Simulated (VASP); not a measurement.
Input of a VASP 6.6.1 run:

File INCAR:

```
  ALGO = Normal
  EDIFF = 1E-8
  ENCUT = 520
  GGA = RE
  ISIF = 2
  ISMEAR = -1
  ISYM = 0
  LASPH = T
  LCHARG = F
  LEFG = T
  LREAL = F
  LWAVE = F
  NBANDS = 64
  NELM = 80
  PREC = Accurate
  SIGMA = 0.02
```

Contents of KPOINTS:

```
k-points
0
Gamma
  5 4 5
```

The input POSCAR:

```
SnO2
1.0
    4.7351461700      0.0000000000      0.0000000000
    0.0000000000      5.7509122300      0.0000000000
    0.0000000000      0.0000000000      5.2471142500
Sn O
4 8
Direct
    0.5000000000      0.6654477500      0.7500000000
    0.0000000000      0.8345522500      0.2500000000
    0.5000000000      0.3345522500      0.2500000000
    0.0000000000      0.1654477500      0.7500000000
    0.7303050400      0.6071234700      0.0786035800
    0.2303050400      0.8928765300      0.9213964200
    0.7696949600      0.8928765300      0.5786035800
    0.2696949600      0.6071234700      0.4213964200
    0.7303050400      0.3928765300      0.5786035800
    0.2303050400      0.1071234700      0.4213964200
    0.7696949600      0.1071234700      0.0786035800
    0.2696949600      0.3928765300      0.9213964200
```

Potentials or basis: VASP PAW PBE potentials, release 64 (Sn_d, O).

Launch:

```sh
$ cat potpaw_PBE.64/Sn_d/POTCAR potpaw_PBE.64/O/POTCAR > POTCAR
$ mpirun -np 1 vasp_std > vasp.out
```

Problem. Predict the band gap on the k mesh.

Solution. 1.41 eV (least direct gap 1.43 eV).

Problem. Predict the pressure.

Solution. 10.7 GPa.

Stress tensor (GPa, compression positive):
```
10.37  0.00  0.00
 0.00 10.68  0.00
 0.00  0.00 11.10
```

Caveat: the cell stands under pressure; without QUAD_EFG the Cq values of the log hold for a quadrupole moment of 1 mb, not for the nuclei; the PAW data sets were made with another functional, which shifts forces and pressure a little; spin-orbit coupling is left out, which moves the levels of the heavy elements; an odd mesh through Γ misses points on the zone boundary, where band edges can lie.
